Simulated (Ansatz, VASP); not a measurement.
**Mo in VASP and in Ansatz**

File INCAR:

```
  ALGO = Fast
  EDIFF = 1E-6
  ENCUT = 520
  GGA = PS
  ISIF = 2
  ISMEAR = 0
  LASPH = True
  LCHARG = False
  LREAL = False
  LWAVE = False
  NBANDS = 13
  NELM = 100
  PREC = Accurate
  SIGMA = 0.15
```

KPOINTS

```
k-points
0
Gamma
  18 18 18
```

The input POSCAR:

```
Mo
1.0
    2.7355103972      0.0000000000      0.0000000000
   -1.3677551986      2.3097959589      0.0000000000
    0.0000000000      0.0000000000      2.5551807000
Mo
1
Direct
    0.0000000000      0.0000000000      0.5000000000
```

Input for Ansatz:

```yaml
crystal:
  lattice:
    - [2.7355103972, 0.0, 0.0]
    - [-1.3677551986, 2.3097959589, 0.0]
    - [0.0, 0.0, 2.5551807]
  atoms:
    - { symbol: Mo, position: [0.0, 0.0, 0.5] }
basis:
  ecutwfc: 420
kpoints:
  mp_grid: { grid: [18, 18, 18] }
hamiltonian:
  xc: pbesol
scf:
  occupations: { method: gaussian, width: 0.15 }
output:
  forces: true
  stress: true
  eigenvalues: true
  write_density: true
  write_potential: true
  elf: true
  volumetric_format: npy
```

Change from the starting cell: strain -0.0250 x Voigt [0, 1, 0, 0, 0, 0], atoms carried along.

Alike in both runs: task single point; functional PBEsol; k mesh 18 × 18 × 18; occupations gaussian, width 0.15 eV; no spin polarisation.

|  | VASP | Ansatz |
| --- | --- | --- |
| version | VASP 6.6.1 | Ansatz 0.2.0 |
| potentials or method | VASP PAW PBE potentials, release 64 (Mo_sv), cutoff 520 eV | scalar-relativistic, plane waves, PAW |
| valence electrons in the cell | 14 | 14 |

Ansatz gave:

| Property | Result |
| --- | --- |
| gap on the k mesh at the Fermi level (eV) | none |
| pressure (GPa) | 2.1 |
| traceless stress, the component that is largest in VASP (GPa) | -8.36 |

Question: What did VASP give for the same quantities?

Answer: gap on the k mesh at the Fermi level (eV): none; pressure (GPa): 2.7; traceless stress, the component that is largest in VASP (GPa): -8.29.

VASP's potentials were made for PBE, not for PBEsol. A gap of «none» marks a metal or a gap that the smearing closes. The functional is the same, so the differences come from potentials, cutoffs and numerics.
